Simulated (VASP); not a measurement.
A run of VASP 6.6.1 is set up as follows.

INCAR

```
PREC     = Accurate       # precision mode
ENCUT    = 520            # plane-wave cutoff, eV
EDIFF    = 1E-7           # SCF threshold, eV
ISMEAR   = 0              # smearing method
SIGMA    = 0.15           # smearing width, eV
LREAL    = False          # projectors in reciprocal space
LASPH    = True           # aspherical terms in the spheres
NELM     = 80             # most SCF steps
ALGO     = Fast           # electronic algorithm
ISIF     = 2              # what is computed and relaxed
LWAVE    = False          # write WAVECAR
LCHARG   = False          # write CHGCAR
GGA      = PS             # functional
NBANDS   = 8              # bands
```

The input KPOINTS:

```
regular mesh
0
Gamma
  20 20 20
```

File POSCAR:

```
Al
1.0
    0.0000000000      2.0745795000      2.0239800000
    2.0745795000      0.0000000000      2.0239800000
    2.0745795000      2.0745795000      0.0000000000
Al
1
Direct
    0.0000000000      0.0000000000      0.0000000000
```

Potentials or basis: VASP PAW PBE potentials, release 64 (Al).

The run is started by

```sh
$ cat potpaw_PBE.64/Al/POTCAR > POTCAR
$ mpirun -np 1 vasp_std > vasp.out
```

What does it give for the pressure?

-5.0 GPa.

Stress tensor (GPa, compression positive):
```
-5.15  0.00  0.00
 0.00 -5.15  0.00
 0.00  0.00 -4.81
```

Caveat: the cell differs from its parent crystal (strain +0.025 along x and y, +0.000 along z); the PAW data sets were made with another functional, which shifts forces and pressure a little.
